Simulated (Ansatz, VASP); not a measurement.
**Li2Rh in VASP and in Ansatz**

File INCAR:

```
SYSTEM = Li2Rh
  PREC = Accurate
  ENCUT = 520
  EDIFF = 1E-7
  ISMEAR = 0
  SIGMA = 0.1
  LREAL = .FALSE.
  LASPH = .TRUE.
  NELM = 100
  ALGO = Normal
  ISIF = 2
  LWAVE = .FALSE.
  LCHARG = .FALSE.
  GGA = PE
  NBANDS = 18
```

The input KPOINTS:

```
Automatic mesh
0
G
  6 6 4
  0 0 0
```

POSCAR

```
Li2Rh
1.0
    3.0229682600      0.0000000000      0.0000000000
   -1.5114841300      2.6179673100      0.0000000000
    0.0000000000      0.0000000000      7.0585508800
Li Rh
2 1
Direct
    0.3333333300      0.6666666700      0.3273771700
    0.6666666700      0.3333333300      0.6726228300
    0.0000000000      0.0000000000      0.0000000000
```

Input for Ansatz:

```yaml
crystal:
  lattice:
    - [3.02296826, 0.0, 0.0]
    - [-1.51148413, 2.61796731, 0.0]
    - [0.0, 0.0, 7.05855088]
  atoms:
    - { symbol: Li, position: [0.33333333, 0.66666667, 0.32737717] }
    - { symbol: Li, position: [0.66666667, 0.33333333, 0.67262283] }
    - { symbol: Rh, position: [0.0, 0.0, 0.0] }
basis:
  ecutwfc: 420
kpoints:
  mp_grid: { grid: [6, 6, 4] }
hamiltonian:
  xc: pbe
scf:
  occupations: { method: gaussian, width: 0.1 }
  lower_state_search: "off"
output:
  forces: true
  stress: true
  eigenvalues: true
```

Alike in both runs: task single point; functional PBE; k mesh 6 × 6 × 4; occupations gaussian, width 0.1 eV; no spin polarisation.

|  | VASP | Ansatz |
| --- | --- | --- |
| version | VASP 6.6.1 | Ansatz 0.2.0 |
| potentials or method | VASP PAW PBE potentials, release 64 (Li_sv, Rh_pv), cutoff 520 eV | scalar-relativistic, plane waves, PAW |
| valence electrons in the cell | 21 | 23 |

Ansatz gave:

| Item | Value |
| --- | --- |
| gap on the k mesh at the Fermi level (eV) | none |
| rms of the force components (eV/Å) | 0.416 |

Q: What did VASP give for the same quantities?

A: gap on the k mesh at the Fermi level (eV): none; rms of the force components (eV/Å): 0.417.

Atom by atom the forces differ by 0.001 eV/Å (rms over components). A gap of «none» marks a metal or a gap that the smearing closes. The functional is the same, so the differences come from potentials, cutoffs and numerics. VASP's potentials hold 21 valence electrons a cell and Ansatz's 23, so a difference there can come from the potentials and not from the codes.

The k mesh is coarse, so the values compare programs but aren't converged. Noted on VASP's run: the cutoff is short for stress, so the pressure is rough.
